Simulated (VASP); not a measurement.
# Cs (Fm-3m) in VASP: further runs, part 2 of 2

VASP 6.6.1.

## Step 5: Relaxation of cell and atoms, PBE

INCAR reads:

```
SYSTEM = Cs
ALGO = Normal
EDIFF = 1E-6
EDIFFG = -0.005
ENCUT = 600
GGA = PE
IBRION = 2
ISIF = 3
ISMEAR = -1
LASPH = .True.
LCHARG = .False.
LREAL = .False.
LWAVE = .False.
NELM = 100
NSW = 60
PREC = Accurate
SIGMA = 0.05
```

KPOINTS reads:

```
k-points
0
Gamma
  9 9 9
  0 0 0
```

POSCAR reads:

```
Cs
1.0
    0.0000000000      3.8769736737      3.8769736737
    3.8769736737      0.0000000000      3.8769736737
    3.8769736737      3.8769736737      0.0000000000
Cs
1
Direct
    0.0000000000      0.0000000000      0.0000000000
```

Potentials or basis: VASP PAW PBE potentials, release 64 (Cs_sv).

Command:

```console
> cat potpaw_PBE.64/Cs_sv/POTCAR > POTCAR
> mpirun -np 1 vasp_std > vasp.out
```

OUTCAR:

```text
SYSTEM = Cs
   EDIFF = 1E-6
   EDIFFG = -0.005
   ENCUT = 600
   GGA = PE
   IBRION = 2
   ISIF = 3
   ISMEAR = -1
   LASPH = .True.
   LREAL = .False.
   NELM = 100
   NSW = 60
   PREC = Accurate

 ion  position               nearest neighbor table
   1  0.000  0.000  0.000-

  LATTYP: Found a face centered cubic cell.
 ALAT       =     7.7539473474

  Lattice vectors:

 A1 = (   0.0000000000,   3.8769736737,   3.8769736737)
 A2 = (   3.8769736737,   0.0000000000,   3.8769736737)
 A3 = (   3.8769736737,   3.8769736737,   0.0000000000)

Analysis of symmetry for initial positions (statically):
=====================================================================
 Subroutine PRICEL returns:
 Original cell was already a primitive cell.

 Routine SETGRP: Setting up the symmetry group for a
 face centered cubic supercell.

 Subroutine GETGRP returns: Found 48 space group operations
 (whereof 48 operations were pure point group operations)
 out of a pool of 48 trial point group operations.

The static configuration has the point symmetry O_h .

Analysis of symmetry for dynamics (positions and initial velocities):
=====================================================================
 Subroutine PRICEL returns:
 Original cell was already a primitive cell.

 Routine SETGRP: Setting up the symmetry group for a
 face centered cubic supercell.

 Subroutine GETGRP returns: Found 48 space group operations
 (whereof 48 operations were pure point group operations)
 out of a pool of 48 trial point group operations.

The dynamic configuration has the point symmetry O_h .

 Subroutine INISYM returns: Found 48 space group operations
 (whereof 48 operations are pure point group operations),
 and found     1 'primitive' translations

----------------------------------------------------------------------------------------

                                     Primitive cell

[... 105 lines left out ...]
   IALGO  =     38    algorithm
   IMIX   =      4    mixing-type and parameters
     AMIX     =   0.40;   BMIX     =  1.00
     AMIX_MAG =   1.60;   BMIX_MAG =  1.00
  volume/ion in A,a.u.               =     116.55       786.51
  Fermi-wavevector in a.u.,A,eV,Ry     =   0.697139  1.317402  6.612473  0.486003
  Thomas-Fermi vector in A             =   1.780384
   LORBIT       =      0    0 simple, 1 ext, 2 COOP (PROOUT), +10 PAW based schemes
   GGA     = PE    functional components
   LHFCALC =     F    Hartree Fock is set to
   AEXX    =    0.0000 exact exchange contribution
   IVDW    =     0    specifies the selected vdW correction
   LEPSILON=     F    determine dielectric tensor
   LRPA    =     F    only Hartree local field effects (RPA)
 conjugate gradient relaxation of ions
 non-spin polarized calculation
  energy-cutoff  :      600.00
  volume of cell :      116.55
 maximum number of plane-waves:      3924
 NGX is ok and might be reduce to    48
   NGX = 21   NGY = 21   NGZ = 21

 number of electron       8.9999999 magnetization

 Free energy of the ion-electron system (eV)
  ---------------------------------------------------
  ext. energy  EPLUGINS =         0.00000000
  ---------------------------------------------------
  free energy    TOTEN  =        -0.85754131 eV

  energy without entropy =       -0.84774622  energy(sigma->0) =       -0.85264377

 E-fermi :   0.4502     XC(G=0):  -5.3728

 val. band max:        0.3118203266   @ k =   0.4444   0.2222   0.0000
 cond. band min:       0.4525744170   @ k =   0.4444   0.3333   0.0000
 fundamental gap:      0.1407540904
 Fermi energy:         0.4501804734

 k-point     1 :       0.0000    0.0000    0.0000
  band No.  band energies     occupation
      1     -23.4404      2.00000
      2     -10.1868      2.00000
      3     -10.1868      2.00000
      4     -10.1868      2.00000
      5      -1.2446      2.00000
      6       2.8614      0.00000
      7       2.8614      0.00000
      8       2.8614      0.00000
[... 243 lines left out ...]
 k-point    24 :       0.4444    0.4444    0.0000
  band No.  band energies     occupation
      1     -23.4331      2.00000
      2     -10.3051      2.00000
      3     -10.2326      2.00000
      4     -10.2326      2.00000
      5       0.6136      0.07341
      6       1.4958      0.00000
      7       1.8568      0.00000
      8       4.1975      0.00000

 [... further k-points ...]
[... 5 lines left out ...]
  --------------------------------------------------------------------------------------
  -------------------------------------------------------------------------------------
  Total        0.0031190      0.0031190      0.0031190      0.0000000     -0.0000000     -0.0000000
  in kB        0.0428761      0.0428761      0.0428761      0.0000000     -0.0000000     -0.0000000
  external PRESSURE =       0.0428761 kB  Pullay stress =       0.0000000 kB

 VOLUME and BASIS-vectors are now :
 -----------------------------------------------------------------------------
  energy-cutoff  :      600.00
  volume of cell :      116.55
      direct lattice vectors                 reciprocal lattice vectors
     0.000000000  3.876973674  3.876973674    -0.128966571  0.128966571  0.128966571
     3.876973674  0.000000000  3.876973674     0.128966571 -0.128966571  0.128966571
     3.876973674  3.876973674  0.000000000     0.128966571  0.128966571 -0.128966571

 POSITION                                       TOTAL-FORCE (eV/Angst)
 -----------------------------------------------------------------------------------
      0.00000      0.00000      0.00000         0.000000      0.000000      0.000000
 -----------------------------------------------------------------------------------
    total drift:                                0.000000      0.000000      0.000000

  FREE ENERGIE OF THE ION-ELECTRON SYSTEM (eV)
  ---------------------------------------------------
  free  energy   TOTEN  =        -0.8575413134 eV

  energy  without entropy=       -0.8477462219  energy(sigma->0) =       -0.85264377

 reached required accuracy - stopping structural energy minimisation
```

OSZICAR:

```text
N       E                     dE             d eps       ncg     rms          rms(c)
DAV:   1     0.584132186390E+02    0.58413E+02   -0.31017E+03   560   0.868E+02
DAV:   2     0.481588960923E+01   -0.53597E+02   -0.52983E+02   784   0.123E+02
DAV:   3    -0.776021407131E+00   -0.55919E+01   -0.55915E+01   560   0.489E+01
DAV:   4    -0.855972906068E+00   -0.79951E-01   -0.79950E-01   904   0.727E+00
DAV:   5    -0.856143142310E+00   -0.17024E-03   -0.17024E-03   800   0.222E-01    0.126E-01
DAV:   6    -0.856587960246E+00   -0.44482E-03   -0.13587E-03   880   0.217E-01    0.867E-02
DAV:   7    -0.857452474453E+00   -0.86451E-03   -0.34509E-03   640   0.363E-01    0.356E-02
DAV:   8    -0.857539909898E+00   -0.87435E-04   -0.12506E-04   672   0.907E-02    0.473E-03
DAV:   9    -0.857541853805E+00   -0.19439E-05   -0.38559E-06  1016   0.120E-02    0.333E-03
DAV:  10    -0.857541313368E+00    0.54044E-06   -0.12767E-06   656   0.599E-03
   1 F= -.85754131E+00 E0= -.85264377E+00  d E =-.857541E+00
```

CONTCAR:

```text
Cs
   1.00000000000000
     0.0000000000000000    3.8769736736999998    3.8769736736999998
     3.8769736736999998    0.0000000000000000    3.8769736736999998
     3.8769736736999998    3.8769736736999998    0.0000000000000000
  Cs
     1
Direct
     0.0000000000000000    0.0000000000000000    0.0000000000000000

  0.00000000E+00  0.00000000E+00  0.00000000E+00
```

It took 21 s on 1 thread of Intel Xeon 6975P-C (Granite Rapids), shared host; peak memory 0.3 GiB.

What came out:

| Property | Result |
| --- | --- |
| Free energy | -0.8575 eV |
| Pressure after relaxing | 0.0 GPa |

Final structure:
```
Cs
1.0
     0.00000    3.87697    3.87697
     3.87697    0.00000    3.87697
     3.87697    3.87697    0.00000
Cs
1
Direct
  0.00000 0.00000 0.00000
```

Caveat: the relaxation stopped at its first step, so nothing moved; spin-orbit coupling is left out, which moves the levels of the heavy elements.
